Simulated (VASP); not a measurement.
Here is a VASP 6.6.1 calculation.

Contents of INCAR:

```
PREC = Accurate
ENCUT = 520
EDIFF = 1E-6
ISMEAR = -1
SIGMA = 0.08
LREAL = F
LASPH = T
NELM = 100
ALGO = Normal
ISIF = 2
LWAVE = F
LCHARG = F
GGA = PE
NBANDS = 12
```

Contents of KPOINTS:

```
Automatic mesh
0
Gamma
  10 7 10
```

Contents of POSCAR:

```
Sb
1.0
   -2.3960075572      2.3960075572      0.0000000000
    0.0000000000      0.0000000000      4.7920151143
    2.3960075572      2.3960075572      0.0000000000
Sb
2
Direct
    0.0000000000      0.0000000000      0.0000000000
    0.5000000000      0.5000000000      0.5000000000
```

Potentials or basis: VASP PAW PBE potentials, release 64 (Sb).

Command:

```sh
$ cat potpaw_PBE.64/Sb/POTCAR > POTCAR
$ mpirun -np 1 vasp_std > vasp.out
```

(1) What does it give for the band gap on the k mesh?

(2) Estimate the pressure.

Results:

(1) zero (band 5 reaches 11.53 eV, above the bottom of band 6 at 5.67 eV).

(2) -0.2 GPa.

Caveat: spin-orbit coupling is left out, which moves the levels of the heavy elements.
